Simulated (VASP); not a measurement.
# SiNi (Pmmn) in VASP: a series of runs

The runs below take SiNi through single point, with PBE.

All numbers are computed with VASP 6.6.1; they aren't measurements. Logs are shortened: lines on timing, memory, paths and dates and some standing lists are left out, and cuts for length are marked.

## 1. The cell of the first run

The structure is orthorhombic, space group Pmmn (No. 59). Conventional cell: a = 3.027 Å, b = 3.273 Å, c = 4.698 Å, α = 90.00°, β = 90.00°, γ = 90.00°. Ni (site symmetry mm2) has 6 Si at 2.34 to 2.40 Å and 6 Ni at 2.67 to 3.03 Å within 3.1 Å. Within 3.1 Å of Si (site symmetry mm2) lie 6 Ni at 2.34 to 2.40 Å and 6 Si at 2.68 to 3.03 Å.

## 2. Single point, PBE, collinear spin, ferromagnetic start

Input file INCAR:

```
SYSTEM = SiNi
PREC = Accurate ; ENCUT = 690
EDIFF = 1E-6 ; ISMEAR = 0
SIGMA = 0.05 ; LREAL = .FALSE.
LASPH = .TRUE. ; NELM = 200
ALGO = Normal ; ISIF = 2
LWAVE = .FALSE. ; LCHARG = .FALSE.
ISPIN = 2 ; MAGMOM = 3 3 0 0
LORBIT = 11 ; LMAXMIX = 4
GGA = PE ; NBANDS = 34
GGA_COMPAT = .FALSE.
```

Input file KPOINTS:

```
regular mesh
0
G
  9 9 6
  0 0 0
```

Input file POSCAR:

```
SiNi
1.0
    3.0266200000      0.0000000000      0.0000000000
    0.0000000000      3.2735000000      0.0000000000
    0.0000000000      0.0000000000      4.6977600000
Ni Si
2 2
Direct
    0.5000000000      0.5000000000      0.3442200000
    0.0000000000      0.0000000000      0.6557800000
    0.5000000000      0.5000000000      0.8423000000
    0.0000000000      0.0000000000      0.1577000000
```

Potentials or basis: VASP PAW PBE potentials, release 64 (Ni_sv_GW, Si).

On the command line:

```sh
$ cat potpaw_PBE.64/Ni_sv_GW/POTCAR potpaw_PBE.64/Si/POTCAR > POTCAR
$ mpirun -np 1 vasp_std > vasp.out
```

OUTCAR:

```text
SYSTEM = SiNi
   PREC = Accurate
   ENCUT = 690
   EDIFF = 1E-6
   ISMEAR = 0
   LREAL = .FALSE.
   LASPH = .TRUE.
   NELM = 200
   ISIF = 2
   ISPIN = 2
   LORBIT = 11
   GGA = PE

 ion  position               nearest neighbor table
   1  0.500  0.500  0.344-   3 2.34   3 2.36   4 2.40   4 2.40   4 2.40   4 2.40
   2  0.000  0.000  0.656-   4 2.34   4 2.36   3 2.40   3 2.40   3 2.40   3 2.40
   3  0.500  0.500  0.842-   1 2.34   1 2.36   2 2.40   2 2.40   2 2.40   2 2.40   4 2.68   4 2.68
                             4 2.68   4 2.68
   4  0.000  0.000  0.158-   2 2.34   2 2.36   1 2.40   1 2.40   1 2.40   1 2.40   3 2.68   3 2.68
                             3 2.68   3 2.68

  LATTYP: Found a simple orthorhombic cell.
 ALAT       =     3.0266200000
 B/A-ratio  =     1.0815695396
 C/A-ratio  =     1.5521472798

  Lattice vectors:

 A1 = (   3.0266200000,   0.0000000000,   0.0000000000)
 A2 = (   0.0000000000,   3.2735000000,   0.0000000000)
 A3 = (   0.0000000000,   0.0000000000,   4.6977600000)

Analysis of symmetry for initial positions (statically):
=====================================================================
 Subroutine PRICEL returns:
 Original cell was already a primitive cell.

 Routine SETGRP: Setting up the symmetry group for a
 simple orthorhombic supercell.

 Subroutine GETGRP returns: Found  8 space group operations
 (whereof  4 operations were pure point group operations)
 out of a pool of  8 trial point group operations.

The static configuration has the point symmetry C_2v.
 The point group associated with its full space group is D_2h.

Analysis of symmetry for dynamics (positions and initial velocities):
=====================================================================
 Subroutine PRICEL returns:
 Original cell was already a primitive cell.

 Routine SETGRP: Setting up the symmetry group for a
 simple orthorhombic supercell.

 Subroutine GETGRP returns: Found  8 space group operations
 (whereof  4 operations were pure point group operations)
 out of a pool of  8 trial point group operations.

The dynamic configuration has the point symmetry C_2v.
 The point group associated with its full space group is D_2h.

Analysis of structural, dynamic, and magnetic symmetry:
=====================================================================
 Subroutine PRICEL returns:
 Original cell was already a primitive cell.

 Routine SETGRP: Setting up the symmetry group for a
 simple orthorhombic supercell.

 Subroutine GETGRP returns: Found  8 space group operations
 (whereof  4 operations were pure point group operations)
 out of a pool of  8 trial point group operations.

The overall configuration has the point symmetry C_2v.
 The point group associated with its full space group is D_2h.

 Subroutine INISYM returns: Found  8 space group operations
 (whereof  4 operations are pure point group operations),
 and found     1 'primitive' translations

----------------------------------------------------------------------------------------

                                     Primitive cell

  volume of cell :      46.5437

  direct lattice vectors                    reciprocal lattice vectors
     3.026620000  0.000000000  0.000000000     0.330401570  0.000000000  0.000000000
     0.000000000  3.273500000  0.000000000     0.000000000  0.305483428  0.000000000
     0.000000000  0.000000000  4.697760000     0.000000000  0.000000000  0.212867409

  length of vectors
     3.026620000  3.273500000  4.697760000     0.330401570  0.305483428  0.212867409

  position of ions in fractional coordinates (direct lattice)
     0.500000000  0.500000000  0.344220000
     0.000000000  0.000000000  0.655780000
     0.500000000  0.500000000  0.842300000
     0.000000000  0.000000000  0.157700000

  ion indices of the primitive-cell ions
   primitive index   ion index
                 1           1
                 2           2
                 3           3
                 4           4

[... 30 lines left out ...]
  0.222222  0.000000  0.000000      2.000000
  0.333333  0.000000  0.000000      2.000000
  0.444444  0.000000  0.000000      2.000000
  0.000000  0.111111  0.000000      2.000000
[... 16 lines left out ...]
  0.222222  0.444444  0.000000      4.000000
  0.333333  0.444444  0.000000      4.000000
 [... further k-points ...]
   k-points           NKPTS =    100   k-points in BZ     NKDIM =    100   number of bands    NBANDS=     34
   number of dos      NEDOS =    301   number of ions     NIONS =      4
   total plane-waves  NPLWV =  31360
   dimension x,y,z NGX =    28 NGY =   28 NGZ =   40
   dimension x,y,z NGXF=    56 NGYF=   56 NGZF=   80
   ions per type =               2   2
   NGX,Y,Z   is equivalent  to a cutoff of  15.38, 14.22, 14.16 a.u.
   NGXF,Y,Z  is equivalent  to a cutoff of  30.76, 28.44, 28.31 a.u.
 SYSTEM =  SiNi
   PREC   = accura    normal or accurate (medium, high low for compatibility)
   ISTART =      0    job   : 0-new  1-cont  2-samecut
   ICHARG =      2    charge: 1-file 2-atom 10-const
   ISPIN  =      2    spin polarized calculation?
   LNONCOLLINEAR =      F non collinear calculations
   LSORBIT =      F    spin-orbit coupling
   LASPH  =      T    aspherical Exc in radial PAW
   ENCUT  =  690.0 eV  50.71 Ry    7.12 a.u.   6.48  7.01 10.06*2*pi/ulx,y,z
   NELM   =    200;   NELMIN=  2; NELMDL= -5     # of ELM steps
   EDIFF  = 0.1E-05   stopping-criterion for ELM
   LREAL  =      F    real-space projection
   EDIFFG = 0.1E-04   stopping-criterion for IOM
   NSW    =      0    number of steps for IOM
   IBRION =     -1    ionic relax: 0-MD 1-quasi-New 2-CG
   NFREE  =      0    steps in history (QN), initial steepest desc. (CG)
   ISIF   =      2    stress and relaxation
   ISYM   =      2    0-nonsym 1-usesym 2-fastsym
   POTIM  = 0.5000    time-step for ionic-motion
   TEBEG  =    0.0;   TEEND  =   0.0 temperature during run
   PSTRESS=    0.0 pullay stress
   NELECT =      44.0000    total number of electrons
   NUPDOWN=      -1.0000    fix difference up-down
   EMIN   =  10.00;   EMAX   =-10.00  energy-range for DOS
   EFERMI =   0.00;   METHOD = LEGACY
   ISMEAR =     0;   SIGMA  =   0.05  broadening in eV -4-tet -1-fermi 0-gaus
   EFERMI_NEDOS =   21; number of points for ismear=-14 and -15
   IALGO  =     38    algorithm
   IMIX   =      4    mixing-type and parameters
     AMIX     =   0.40;   BMIX     =  1.00
     AMIX_MAG =   1.60;   BMIX_MAG =  1.00
  volume/ion in A,a.u.               =      11.64        78.52
  Fermi-wavevector in a.u.,A,eV,Ry     =   1.606714  3.036250 35.123866  2.581531
  Thomas-Fermi vector in A             =   2.702858
   LORBIT       =     11    0 simple, 1 ext, 2 COOP (PROOUT), +10 PAW based schemes
   GGA     = PE    functional components
   LHFCALC =     F    Hartree Fock is set to
   AEXX    =    0.0000 exact exchange contribution
   IVDW    =     0    specifies the selected vdW correction
   LEPSILON=     F    determine dielectric tensor
   LRPA    =     F    only Hartree local field effects (RPA)
 spin polarized calculation
 Gauss-broadening in eV      SIGMA  =   0.05
  energy-cutoff  :      690.00
  volume of cell :       46.54
 maximum number of plane-waves:      1933
 NGX is ok and might be reduce to    28
   NGX = 13   NGY = 15   NGZ = 21

 number of electron      43.9999994 magnetization      -0.0000931

 number of electron      43.9999994 magnetization       0.0005429

 Free energy of the ion-electron system (eV)
  ---------------------------------------------------
  ext. energy  EPLUGINS =         0.00000000
  ---------------------------------------------------
  free energy    TOTEN  =       -25.50085802 eV

  energy without entropy =      -25.49869904  energy(sigma->0) =      -25.49977853

 E-fermi :  10.5789     XC(G=0): -12.7434

 val. band max:       10.5785652237   @ k =   0.4444   0.4444   0.3333
 cond. band min:      10.5889844938   @ k =   0.1111   0.0000   0.1667
 fundamental gap:      0.0104192701
 Fermi energy:        10.5789348402

 spin component 1

 k-point     1 :       0.0000    0.0000    0.0000
  band No.  band energies     occupation
      1     -93.3977      1.00000
      2     -93.3887      1.00000
      3     -53.9183      1.00000
      4     -53.8927      1.00000
      5     -53.7889      1.00000
      6     -53.7538      1.00000
[... 877 lines left out ...]
     33      26.3643      0.00000
     34      27.5393      0.00000

 [... further k-points ...]

 spin component 2

 k-point     1 :       0.0000    0.0000    0.0000
  band No.  band energies     occupation
      1     -93.3975      1.00000
      2     -93.3885      1.00000
      3     -53.9181      1.00000
      4     -53.8925      1.00000
      5     -53.7887      1.00000
      6     -53.7536      1.00000
[... 877 lines left out ...]
     33      26.3886      0.00000
     34      27.4135      0.00000

 [... further k-points ...]

------------------------ aborting loop because EDIFF is reached ----------------------------------------

  FORCE on cell =-STRESS in cart. coord.  units (eV):
  Direction    XX          YY          ZZ          XY          YZ          ZX
  --------------------------------------------------------------------------------------
  -------------------------------------------------------------------------------------
  Total       -0.0820230      0.3750652      0.0332826      0.0000000      0.0000000      0.0000000
  in kB       -2.8234841     12.9108942      1.1456892      0.0000000      0.0000000      0.0000000
  external PRESSURE =       3.7443664 kB  Pullay stress =       0.0000000 kB

 VOLUME and BASIS-vectors are now :
 -----------------------------------------------------------------------------
  energy-cutoff  :      690.00
  volume of cell :       46.54
      direct lattice vectors                 reciprocal lattice vectors
     3.026620000  0.000000000  0.000000000     0.330401570  0.000000000  0.000000000
     0.000000000  3.273500000  0.000000000     0.000000000  0.305483428  0.000000000
     0.000000000  0.000000000  4.697760000     0.000000000  0.000000000  0.212867409

 POSITION                                       TOTAL-FORCE (eV/Angst)
 -----------------------------------------------------------------------------------
      1.51331      1.63675      1.61706         0.000000      0.000000     -0.126394
      0.00000      0.00000      3.08070         0.000000      0.000000      0.126394
      1.51331      1.63675      3.95692         0.000000      0.000000      0.098552
      0.00000      0.00000      0.74084         0.000000      0.000000     -0.098552
 -----------------------------------------------------------------------------------
    total drift:                                0.000000      0.000000     -0.000000

  FREE ENERGIE OF THE ION-ELECTRON SYSTEM (eV)
  ---------------------------------------------------
  free  energy   TOTEN  =       -25.5008580172 eV

  energy  without entropy=      -25.4986990402  energy(sigma->0) =      -25.49977853

 total charge

# of ion       s       p       d       f       tot
--------------------------------------------------
    1        2.223   6.348   7.894   0.004  16.468
    2        2.223   6.348   7.894   0.004  16.468
    3        0.749   0.854   0.000   0.000   1.603
    4        0.749   0.854   0.000   0.000   1.603
--------------------------------------------------
tot          5.945  14.403  15.788   0.007  36.143

 magnetization (x)

# of ion       s       p       d       f       tot
--------------------------------------------------
    1        0.000   0.000   0.000  -0.000   0.000
    2        0.000   0.000   0.000  -0.000   0.000
    3       -0.000  -0.000   0.000   0.000  -0.000
    4       -0.000  -0.000   0.000   0.000  -0.000
--------------------------------------------------
tot          0.000  -0.000   0.000  -0.000   0.000
```

Run time: 7.6 min. Hardware: 1 thread of Intel Xeon Platinum 8488C (Sapphire Rapids), shared host; peak memory 0.47 GiB.

What came out:

* Free energy: -25.5009 eV
* Pressure: 0.4 GPa
* Largest force: 0.126 eV/Å
* Band gap on the k mesh: zero (filled and empty bands overlap)
* Net moment: 0.00 μB per cell
* Valence electrons inside the program's atomic spheres: Ni 16.47; Si 1.60

Forces in eV/Å, atoms in the order of the input:
```
Ni   0.000  0.000 -0.126
Ni   0.000  0.000  0.126
Si   0.000  0.000  0.099
Si   0.000  0.000 -0.099
```

Stress tensor (GPa, compression positive):
```
-0.28  0.00  0.00
 0.00  1.29  0.00
 0.00  0.00  0.11
```

Caveat: the moments typed at the start vanished in this run.

(Part 1 of 2 ends here.)
